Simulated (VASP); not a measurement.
# Os (Fm-3m) in VASP: further runs

Os is run at these levels: PBE; tasks: relaxation of cell and atoms.

Program: VASP 6.6.1. These are calculated values, not measurements. Logs are shortened: lines on timing, memory, paths and dates and some standing lists are left out, and cuts for length are marked.

### Step 1. The cell of the first run

It takes space group Fm-3m (No. 225, cubic). The conventional cell has a = 3.416 Å, b = 3.416 Å, c = 3.416 Å, α = 90.00°, β = 90.00°, γ = 90.00°. Os (site symmetry m-3m) has 12 Os at 2.42 Å within 3.2 Å.

This isn't the form of Os at room conditions, which is hcp.

### Step 2. Relaxation of cell and atoms, PBE, target pressure 330 GPa, at which the enthalpy is minimised

INCAR reads:

```
SYSTEM = Os
PREC = Accurate
ENCUT = 600
EDIFF = 1E-7
ISMEAR = -1
SIGMA = 0.1
LREAL = .FALSE.
LASPH = .TRUE.
NELM = 100
ALGO = Normal
ISIF = 3
LWAVE = .FALSE.
LCHARG = .FALSE.
GGA = PE
IBRION = 2
NSW = 60
EDIFFG = -0.005
PSTRESS = 3300.0
```

KPOINTS reads:

```
Automatic mesh
0
G
  19 19 19
  0 0 0
```

POSCAR reads:

```
Os
1.0
    0.0000000000      1.7079831646      1.7079831646
    1.7079831646      0.0000000000      1.7079831646
    1.7079831646      1.7079831646      0.0000000000
Os
1
Direct
    0.0000000000      0.0000000000      0.0000000000
```

Potentials or basis: VASP PAW PBE potentials, release 64 (Os).

Started as:

```
$ cat potpaw_PBE.64/Os/POTCAR > POTCAR
$ mpirun -np 1 vasp_std > vasp.out
```

OUTCAR:

```text
SYSTEM = Os
   PREC = Accurate
   ENCUT = 600
   EDIFF = 1E-7
   ISMEAR = -1
   LREAL = .FALSE.
   LASPH = .TRUE.
   NELM = 100
   ISIF = 3
   GGA = PE
   IBRION = 2
   NSW = 60
   EDIFFG = -0.005
   PSTRESS = 3300.0

 ion  position               nearest neighbor table
   1  0.000  0.000  0.000-

  LATTYP: Found a face centered cubic cell.
 ALAT       =     3.4159663292

  Lattice vectors:

 A1 = (   0.0000000000,   1.7079831646,   1.7079831646)
 A2 = (   1.7079831646,   0.0000000000,   1.7079831646)
 A3 = (   1.7079831646,   1.7079831646,   0.0000000000)

Analysis of symmetry for initial positions (statically):
=====================================================================
 Subroutine PRICEL returns:
 Original cell was already a primitive cell.

 Routine SETGRP: Setting up the symmetry group for a
 face centered cubic supercell.

 Subroutine GETGRP returns: Found 48 space group operations
 (whereof 48 operations were pure point group operations)
 out of a pool of 48 trial point group operations.

The static configuration has the point symmetry O_h .

Analysis of symmetry for dynamics (positions and initial velocities):
=====================================================================
 Subroutine PRICEL returns:
 Original cell was already a primitive cell.

 Routine SETGRP: Setting up the symmetry group for a
 face centered cubic supercell.

 Subroutine GETGRP returns: Found 48 space group operations
 (whereof 48 operations were pure point group operations)
 out of a pool of 48 trial point group operations.

The dynamic configuration has the point symmetry O_h .

 Subroutine INISYM returns: Found 48 space group operations
 (whereof 48 operations are pure point group operations),
 and found     1 'primitive' translations

----------------------------------------------------------------------------------------

                                     Primitive cell

  volume of cell :       9.9651

  direct lattice vectors                    reciprocal lattice vectors
     0.000000000  1.707983165  1.707983165    -0.292742932  0.292742932  0.292742932
     1.707983165  0.000000000  1.707983165     0.292742932 -0.292742932  0.292742932
     1.707983165  1.707983165  0.000000000     0.292742932  0.292742932 -0.292742932

  length of vectors
     2.415452956  2.415452956  2.415452956     0.507045632  0.507045632  0.507045632

  position of ions in fractional coordinates (direct lattice)
     0.000000000  0.000000000  0.000000000

  ion indices of the primitive-cell ions
   primitive index   ion index
                 1           1

----------------------------------------------------------------------------------------

 KPOINTS: Automatic mesh

Automatic generation of k-mesh.
 Grid dimensions read from file:
 generate k-points for:   19   19   19

 Generating k-lattice:

  Cartesian coordinates                     Fractional coordinates (reciprocal lattice)
    -0.015407523  0.015407523  0.015407523     0.052631579  0.000000000  0.000000000
     0.015407523 -0.015407523  0.015407523     0.000000000  0.052631579  0.000000000
     0.015407523  0.015407523 -0.015407523     0.000000000  0.000000000  0.052631579

  Length of vectors
     0.026686612  0.026686612  0.026686612

  Shift w.r.t. Gamma in fractional coordinates (k-lattice)
     0.000000000  0.000000000  0.000000000

 Subroutine IBZKPT returns following result:
 ===========================================

 Found    220 irreducible k-points:

 Following reciprocal coordinates:
            Coordinates               Weight
  0.000000  0.000000  0.000000      1.000000
  0.052632  0.000000  0.000000      8.000000
  0.105263  0.000000  0.000000      8.000000
  0.157895  0.000000  0.000000      8.000000
  0.210526  0.000000  0.000000      8.000000
  0.263158  0.000000  0.000000      8.000000
[... 16 lines left out ...]
 -0.315789  0.052632  0.000000     24.000000
 -0.263158  0.052632  0.000000     24.000000
 [... further k-points ...]
   k-points           NKPTS =    220   k-points in BZ     NKDIM =    220   number of bands    NBANDS=      8
   number of dos      NEDOS =    301   number of ions     NIONS =      1
   total plane-waves  NPLWV =   8000
   dimension x,y,z NGX =    20 NGY =   20 NGZ =   20
   dimension x,y,z NGXF=    40 NGYF=   40 NGZF=   40
   ions per type =               1
   NGX,Y,Z   is equivalent  to a cutoff of  13.77, 13.77, 13.77 a.u.
   NGXF,Y,Z  is equivalent  to a cutoff of  27.53, 27.53, 27.53 a.u.
 SYSTEM =  Os
   PREC   = accura    normal or accurate (medium, high low for compatibility)
   ISTART =      0    job   : 0-new  1-cont  2-samecut
   ICHARG =      2    charge: 1-file 2-atom 10-const
   ISPIN  =      1    spin polarized calculation?
   LNONCOLLINEAR =      F non collinear calculations
   LSORBIT =      F    spin-orbit coupling
   LASPH  =      T    aspherical Exc in radial PAW
   ENCUT  =  600.0 eV  44.10 Ry    6.64 a.u.   4.82  4.82  4.82*2*pi/ulx,y,z
   NELM   =    100;   NELMIN=  2; NELMDL= -5     # of ELM steps
   EDIFF  = 0.1E-06   stopping-criterion for ELM
   LREAL  =      F    real-space projection
   EDIFFG = -.5E-02   stopping-criterion for IOM
   NSW    =     60    number of steps for IOM
   IBRION =      2    ionic relax: 0-MD 1-quasi-New 2-CG
   NFREE  =      1    steps in history (QN), initial steepest desc. (CG)
   ISIF   =      3    stress and relaxation
   ISYM   =      2    0-nonsym 1-usesym 2-fastsym
   POTIM  = 0.5000    time-step for ionic-motion
   TEBEG  =    0.0;   TEEND  =   0.0 temperature during run
   PSTRESS= 3300.0 pullay stress
   NELECT =       8.0000    total number of electrons
   NUPDOWN=      -1.0000    fix difference up-down
   EMIN   =  10.00;   EMAX   =-10.00  energy-range for DOS
   EFERMI =   0.00;   METHOD = LEGACY
   ISMEAR =    -1;   SIGMA  =   0.10  broadening in eV -4-tet -1-fermi 0-gaus
   EFERMI_NEDOS =   21; number of points for ismear=-14 and -15
   IALGO  =     38    algorithm
   IMIX   =      4    mixing-type and parameters
     AMIX     =   0.40;   BMIX     =  1.00
     AMIX_MAG =   1.60;   BMIX_MAG =  1.00
  volume/ion in A,a.u.               =       9.97        67.25
  Fermi-wavevector in a.u.,A,eV,Ry     =   1.521521  2.875257 31.497837  2.315026
  Thomas-Fermi vector in A             =   2.630225
   LORBIT       =      0    0 simple, 1 ext, 2 COOP (PROOUT), +10 PAW based schemes
   GGA     = PE    functional components
   LHFCALC =     F    Hartree Fock is set to
   AEXX    =    0.0000 exact exchange contribution
   IVDW    =     0    specifies the selected vdW correction
   LEPSILON=     F    determine dielectric tensor
   LRPA    =     F    only Hartree local field effects (RPA)
 conjugate gradient relaxation of ions
 non-spin polarized calculation
  energy-cutoff  :      600.00
  volume of cell :        9.97
 maximum number of plane-waves:       342
   NGX =  9   NGY =  9   NGZ =  9

--------------------------------------- Ionic step        1  -------------------------------------------

 number of electron       8.0000001 magnetization

 Free energy of the ion-electron system (eV)
  ---------------------------------------------------
  ext. energy  EPLUGINS =         0.00000000
  ---------------------------------------------------
  free energy    TOTEN  =        -7.79930579 eV

  energy without entropy =       -7.78612495  energy(sigma->0) =       -7.79271537

------------------------ aborting loop because EDIFF is reached ----------------------------------------

  FORCE on cell =-STRESS in cart. coord.  units (eV):
  Direction    XX          YY          ZZ          XY          YZ          ZX
  --------------------------------------------------------------------------------------
  -------------------------------------------------------------------------------------
  Total       21.3575856     21.3575856     21.3575856      0.0000000     -0.0000000      0.0000000
  in kB     3433.8552677   3433.8552677   3433.8552677      0.0000000     -0.0000000      0.0000000
  external PRESSURE =     133.8552677 kB  Pullay stress =    3300.0000000 kB

 VOLUME and BASIS-vectors are now :
 -----------------------------------------------------------------------------
  energy-cutoff  :      600.00
  volume of cell :        9.97
      direct lattice vectors                 reciprocal lattice vectors
     0.000000000  1.707983165  1.707983165    -0.292742932  0.292742932  0.292742932
     1.707983165  0.000000000  1.707983165     0.292742932 -0.292742932  0.292742932
     1.707983165  1.707983165  0.000000000     0.292742932  0.292742932 -0.292742932
[... 81 lines left out ...]
  FREE ENERGIE OF THE ION-ELECTRON SYSTEM (eV)
  ---------------------------------------------------
  free  energy   TOTEN  =        -7.9753816704 eV

  energy  without entropy=       -7.9620731077  energy(sigma->0) =       -7.96872739

  enthalpy is  TOTEN    =        12.7225147691 eV   P V=       20.6978964395

--------------------------------------- Ionic step        4  -------------------------------------------

 number of electron       8.0000001 magnetization

 Free energy of the ion-electron system (eV)
  ---------------------------------------------------
  ext. energy  EPLUGINS =         0.00000000
  ---------------------------------------------------
  free energy    TOTEN  =        -7.96450050 eV

  energy without entropy =       -7.95119972  energy(sigma->0) =       -7.95785011

 E-fermi :  15.2821     XC(G=0): -16.0302

 val. band max:       15.2440914355   @ k =   0.0526   0.0000   0.0000
 cond. band min:      15.2896769395   @ k =  -0.4737   0.3158   0.0000
 fundamental gap:      0.0455855040
 Fermi energy:        15.2820541080

 k-point     1 :       0.0000    0.0000    0.0000
  band No.  band energies     occupation
      1       1.3024      2.00000
      2      10.2801      2.00000
      3      10.2801      2.00000
      4      10.2801      2.00000
      5      15.3368      0.73296
      6      15.3368      0.73296
      7      28.7370      0.00000
      8      36.8006      0.00000

 k-point     2 :       0.0526    0.0000    0.0000
  band No.  band energies     occupation
      1       1.5001      2.00000
      2      10.1447      2.00000
      3      10.3748      2.00000
      4      10.3748      2.00000
      5      15.2441      1.18757
      6      15.2441      1.18757
      7      29.1248      0.00000
      8      35.9009      0.00000
[... 221 lines left out ...]
 k-point    23 :      -0.3158    0.0526    0.0000
  band No.  band energies     occupation
      1       4.4203      2.00000
      2      10.4309      2.00000
      3      10.6332      2.00000
      4      11.4635      2.00000
      5      16.2780      0.00009
      6      18.0339      0.00000
      7      28.5790      0.00000
      8      36.2092      0.00000

 k-point    24 :      -0.2632    0.0526    0.0000
  band No.  band energies     occupation
      1       4.4343      2.00000
      2      10.0536      2.00000
      3      10.8371      2.00000
      4      10.9637      2.00000
      5      15.1760      1.48576
      6      16.9238      0.00000
      7      29.3733      0.00000
      8      37.0999      0.00000

 [... further k-points ...]

------------------------ aborting loop because EDIFF is reached ----------------------------------------

  FORCE on cell =-STRESS in cart. coord.  units (eV):
  Direction    XX          YY          ZZ          XY          YZ          ZX
  --------------------------------------------------------------------------------------
  -------------------------------------------------------------------------------------
  Total       20.6869433     20.6869433     20.6869433     -0.0000000      0.0000000      0.0000000
  in kB     3299.9911494   3299.9911494   3299.9911494     -0.0000000      0.0000000      0.0000000
  external PRESSURE =      -0.0088506 kB  Pullay stress =    3300.0000000 kB

 VOLUME and BASIS-vectors are now :
 -----------------------------------------------------------------------------
  energy-cutoff  :      600.00
  volume of cell :       10.04
      direct lattice vectors                 reciprocal lattice vectors
     0.000000000  1.712463717  1.712463717    -0.291976989  0.291976989  0.291976989
     1.712463717 -0.000000000  1.712463717     0.291976989 -0.291976989  0.291976989
     1.712463717  1.712463717  0.000000000     0.291976989  0.291976989 -0.291976989

 POSITION                                       TOTAL-FORCE (eV/Angst)
 -----------------------------------------------------------------------------------
      0.00000      0.00000      0.00000        -0.000000      0.000000     -0.000000
 -----------------------------------------------------------------------------------
    total drift:                                0.000000      0.000000     -0.000000

  FREE ENERGIE OF THE ION-ELECTRON SYSTEM (eV)
  ---------------------------------------------------
  free  energy   TOTEN  =        -7.9645004968 eV

  energy  without entropy=       -7.9511997188  energy(sigma->0) =       -7.95785011

  enthalpy is  TOTEN    =        12.7224983006 eV   P V=       20.6869987974

 reached required accuracy - stopping structural energy minimisation
```

It took 22 s on 1 thread of Intel Xeon 6975P-C (Granite Rapids), shared host; peak memory 0.14 GiB.

Results:

```yaml
Free_energy: -7.9645 eV
Relaxed_volume: 10.04 Å³/atom
Relaxed_cell: a = 2.422 Å, b = 2.422 Å, c = 2.422 Å, α = 60.00°, β = 60.00°, γ = 60.00°
Space_group_after_relaxing_to_0.1_Å: Fm-3m (No. 225)
Energy_change_on_relaxing_the_run_minimises_the_enthalpy: -165.2 meV/atom
Ionic_steps: 4
Pressure_after_relaxing: 330.0 GPa
Band_gap_on_the_k_mesh: zero (bands 4 and 5 overlap by 6.46 eV)
```

Step by step:
```tsv
step	energy change (eV)	largest force (eV/Å)	pressure (GPa)	volume (Å³)
1	0.0000	0.0000	343.39	9.97
2	-1.9682	0.0000	176.35	11.21
3	-0.1761	0.0000	329.11	10.05
4	-0.1652	0.0000	330.00	10.04
```

Final structure:
```
Os
1.0
     0.00000    1.71246    1.71246
     1.71246    0.00000    1.71246
     1.71246    1.71246    0.00000
Os
1
Cartesian
  0.0000 0.0000 0.0000
```

Levels at points of the mesh, in eV from the Fermi level:
```csv
k point,band 2,band 3,band 4,band 5,band 6,band 7
"(0.00, 0.00, 0.00)",-5.00,-5.00,-5.00,0.05,0.05,13.45
```

Caveat: the cell is relaxed towards a set pressure, so the run minimises the enthalpy, not the energy; spin-orbit coupling is left out, which moves the levels of the heavy elements.

### Step 3. Relaxation of cell and atoms, PBE, target pressure 330 GPa, at which the enthalpy is minimised

INCAR reads:

```
SYSTEM = Os
  PREC = Accurate
  ENCUT = 600
  EDIFF = 1E-6
  ISMEAR = -1
  SIGMA = 0.1
  LREAL = .False.
  LASPH = .True.
  NELM = 60
  ALGO = Normal
  ISIF = 3
  LWAVE = .False.
  LCHARG = .False.
  GGA = PE
  IBRION = 2
  NSW = 32
  EDIFFG = -0.005
  PSTRESS = 3300.0
```

KPOINTS reads:

```
Automatic mesh
0
Gamma
  19 19 19
  0 0 0
```

POSCAR reads:

```
Os
1.0
    0.0000000000      1.7072418354      1.7072418354
    1.7072418354      0.0000000000      1.7072418354
    1.7072418354      1.7072418354      0.0000000000
Os
1
Direct
    0.0000000000      0.0000000000      0.0000000000
```

Potentials or basis: VASP PAW PBE potentials, release 64 (Os).

Started as:

```
$ cat potpaw_PBE.64/Os/POTCAR > POTCAR
$ mpirun -np 1 vasp_std > vasp.out
```

Wall time 19 s (1 thread of Intel Xeon 6975P-C (Granite Rapids), shared host); peak memory 0.15 GiB.

Results (log left out):

* Free energy: -7.9645 eV
* Relaxed volume: 10.04 Å³/atom
* Relaxed cell: a = 2.422 Å, b = 2.422 Å, c = 2.422 Å, α = 60.00°, β = 60.00°, γ = 60.00°
* Space group after relaxing (to 0.1 Å): Fm-3m (No. 225)
* Energy change on relaxing (the run minimises the enthalpy): -193.1 meV/atom
* Ionic steps: 4
* Pressure after relaxing: 330.0 GPa
* Band gap on the k mesh: zero (bands 4 and 5 overlap by 6.46 eV)

Step by step:
```
step  energy change (eV)  largest force (eV/Å)  pressure (GPa)  volume (Å³)
   1              0.0000                0.0000          345.64         9.95
   2             -2.2076                0.0000          156.59        11.42
   3             -0.2081                0.0000          328.77        10.05
   4             -0.1931                0.0000          329.99        10.04
```

Final structure:
```
Os
1.0
     0.00000    1.71246    1.71246
     1.71246    0.00000    1.71246
     1.71246    1.71246    0.00000
Os
1
Direct
  0.00000 0.00000 0.00000
```

Levels at points of the mesh, in eV from the Fermi level:
| k point | band 1 | band 2 | band 3 | band 4 | band 5 | band 6 | band 7 | band 8 |
| --- | --- | --- | --- | --- | --- | --- | --- | --- |
| (0.00, 0.00, 0.00) | -13.98 | -5.00 | -5.00 | -5.00 | 0.05 | 0.05 | 13.46 | 21.52 |

Caveat: the cell is relaxed towards a set pressure, so the run minimises the enthalpy, not the energy; spin-orbit coupling is left out, which moves the levels of the heavy elements.

The gap in the log of VASP goes by the Fermi energy; the results here count the filled bands.